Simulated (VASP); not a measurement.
Wanted: the native input for a VASP 6.6.1 run.

```
Task                   : single point
Functional             : PBE
Potentials or basis    : VASP PAW PBE potentials, release 64 (Li_sv, Br)
Cutoff                 : 750 eV
k mesh                 : 8 × 8 × 8
Occupations            : gaussian, width 0.01 eV
Spin                   : no spin polarisation
Dipole correction      : no
Further INCAR settings : ALGO = Normal; EDIFF = 1e-06; NBANDS = 12
```

The structure of LiBr lies in POSCAR:

```
LiBr
1.0
    0.0000000000      2.7395485849      2.7395485849
    2.7395485849      0.0000000000      2.7395485849
    2.7395485849      2.7395485849      0.0000000000
Li Br
1 1
Direct
    0.0000000000      0.0000000000      0.0000000000
    0.5000000000      0.5000000000      0.5000000000
```

These files were run (other wordings do the same):

INCAR

```
  PREC = Accurate
  ENCUT = 750
  EDIFF = 1E-6
  ISMEAR = 0
  SIGMA = 0.01
  LREAL = F
  LASPH = T
  NELM = 120
  ALGO = Normal
  ISIF = 2
  LWAVE = F
  LCHARG = T
  GGA = PE
  LELF = T
  LVHAR = T
  NBANDS = 12
  GGA_COMPAT = F
```

KPOINTS

```
regular mesh
0
Gamma
  8 8 8
```

Potentials or basis: VASP PAW PBE potentials, release 64 (Li_sv, Br).

The run is started by

```console
$ cat potpaw_PBE.64/Li_sv/POTCAR potpaw_PBE.64/Br/POTCAR > POTCAR
$ mpirun -np 1 vasp_std > vasp.out
```

Results of the run:

```
Pressure               : 0.4 GPa
Band gap on the k mesh : 4.99 eV
```

Run time: 32 s on 1 thread of Oxide Virtual Turin-like Processor (shared host), peak memory 0.18 GiB.
